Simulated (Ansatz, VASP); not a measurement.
# One calculation of Bi2Te3, two programs

The input INCAR:

```
PREC = Accurate ; ENCUT = 520
EDIFF = 1E-6 ; ISMEAR = 0
SIGMA = 0.05 ; LREAL = Auto
LASPH = T ; NELM = 100
ALGO = Fast ; ISIF = 2
LWAVE = F ; LCHARG = T
GGA = PE ; LELF = T
LVHAR = T ; NBANDS = 85
```

The input KPOINTS:

```
regular mesh
0
Gamma
  3 8 3
```

Contents of POSCAR:

```
Bi2Te3
1.0
    0.0000000000      2.5672164926    -10.7228910724
   -4.4465493992      0.0000000000      0.0000000000
    0.4446549399     13.0928041123     -6.4337346434
Bi Te
6 9
Direct
    0.7857240441      0.8902505089      0.0377550894
    0.5857240441      0.4235838423      0.3710884227
    0.3857240441      0.9569171756      0.7044217561
    0.0867359559      0.9039561577      0.1748115773
   -0.1132640441      0.4372894911      0.5081449106
   -0.3132640441      0.9706228244      0.8414782439
   -0.4637700000      0.4637700000      0.7729500000
   -0.0637700000      0.3971033333      0.1062833333
   -0.2637700000      0.9304366667      0.4396166667
   -0.1982832897      1.4781722214      0.9169722137
    0.2017167103      0.4115055547      0.2503055470
    0.0017167103      0.9448388880      0.5836388803
    0.4707432897      0.9160344453      0.2955944530
    0.2707432897      0.4493677786      0.6289277863
    0.0707432897      0.9827011120      0.9622611197
```

Input for Ansatz:

```yaml
crystal:
  lattice:
    - [0.0, 2.5672164926, -10.7228910724]
    - [-4.4465493992, 0.0, 0.0]
    - [0.4446549399, 13.0928041123, -6.4337346434]
  atoms:
    - { symbol: Bi, position: [0.7857240441, 0.8902505089, 0.0377550894] }
    - { symbol: Bi, position: [0.5857240441, 0.4235838423, 0.3710884227] }
    - { symbol: Bi, position: [0.3857240441, 0.9569171756, 0.7044217561] }
    - { symbol: Bi, position: [0.0867359559, 0.9039561577, 0.1748115773] }
    - { symbol: Bi, position: [-0.1132640441, 0.4372894911, 0.5081449106] }
    - { symbol: Bi, position: [-0.3132640441, 0.9706228244, 0.8414782439] }
    - { symbol: Te, position: [-0.46377, 0.46377, 0.77295] }
    - { symbol: Te, position: [-0.06377, 0.3971033333, 0.1062833333] }
    - { symbol: Te, position: [-0.26377, 0.9304366667, 0.4396166667] }
    - { symbol: Te, position: [-0.1982832897, 1.4781722214, 0.9169722137] }
    - { symbol: Te, position: [0.2017167103, 0.4115055547, 0.250305547] }
    - { symbol: Te, position: [0.0017167103, 0.944838888, 0.5836388803] }
    - { symbol: Te, position: [0.4707432897, 0.9160344453, 0.295594453] }
    - { symbol: Te, position: [0.2707432897, 0.4493677786, 0.6289277863] }
    - { symbol: Te, position: [0.0707432897, 0.982701112, 0.9622611197] }
basis:
  ecutwfc: 420
kpoints:
  mp_grid: { grid: [3, 8, 3] }
hamiltonian:
  xc: pbe
scf:
  occupations: { method: gaussian, width: 0.05 }
output:
  forces: true
  stress: true
  eigenvalues: true
```

Alike in both runs: task single point; functional PBE; k mesh 3 × 8 × 3; occupations gaussian, width 0.05 eV; no spin polarisation.

```csv
,VASP,Ansatz
version,VASP 6.6.1,Ansatz 0.2.0
potentials or method,"VASP PAW PBE potentials, release 64 (Bi_d, Te), cutoff 520 eV","scalar-relativistic, plane waves, PAW"
valence electrons in the cell,144,234
```

|  | VASP | Ansatz | Ansatz less VASP |
| --- | --- | --- | --- |
| gap on the k mesh at the Fermi level (eV) | none | none | - |
| pressure (GPa) | 5.8 | 5.8 | -0.02 |
| traceless stress, the component that is largest in VASP (GPa) | -3.49 | -3.43 | +0.066 |
| rms of the force components (eV/Å) | 2.069 | 2.045 | -0.0241 |

Atom by atom the forces differ by 0.033 eV/Å (rms over components). A gap of «none» marks a metal or a gap that the smearing closes. VASP's potentials hold 144 valence electrons a cell and Ansatz's 234, so a difference there can come from the potentials and not from the codes.

Spin-orbit coupling is off throughout.
